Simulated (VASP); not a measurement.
Here is a VASP 6.6.1 calculation.

The input INCAR:

```
ALGO = Normal
EDIFF = 1E-7
EDIFFG = -0.04
ENCUT = 600
GGA = PE
IBRION = 2
ISIF = 3
ISMEAR = 0
LASPH = T
LCHARG = F
LREAL = F
LWAVE = F
NELM = 60
NSW = 90
PREC = Accurate
SIGMA = 0.1
```

Contents of KPOINTS:

```
k-points
0
Gamma
  6 6 2
```

Contents of POSCAR:

```
Hf3Br
1.0
    3.2977601000      0.0000000000      0.0000000000
    0.0000000000      3.2977601000      0.0000000000
    0.0000000000      0.0000000000      9.2992786060
Hf Br
3 1
Direct
    0.5000000000      0.5000000000      0.7825379970
    0.5000000000      0.5000000000      0.2174620030
    0.0000000000      0.0000000000      0.0000000000
    0.5000000000      0.5000000000      0.5000000000
```

Potentials or basis: VASP PAW PBE potentials, release 64 (Hf_pv, Br).

Command:

```console
$ cat potpaw_PBE.64/Hf_pv/POTCAR potpaw_PBE.64/Br/POTCAR > POTCAR
$ mpirun -np 1 vasp_std > vasp.out
```

(1) Estimate the space group after relaxing (to 0.1 Å).

(2) What does it give for the band gap on the k mesh?

Answers

(1) P4/mmm (No. 123).

(2) zero (an odd number of electrons rules out a gap without spin polarisation).

Caveat: spin-orbit coupling is left out, which moves the levels of the heavy elements; an odd number of electrons without spin polarisation forces a metal; a magnetic or distorted state may lie lower.
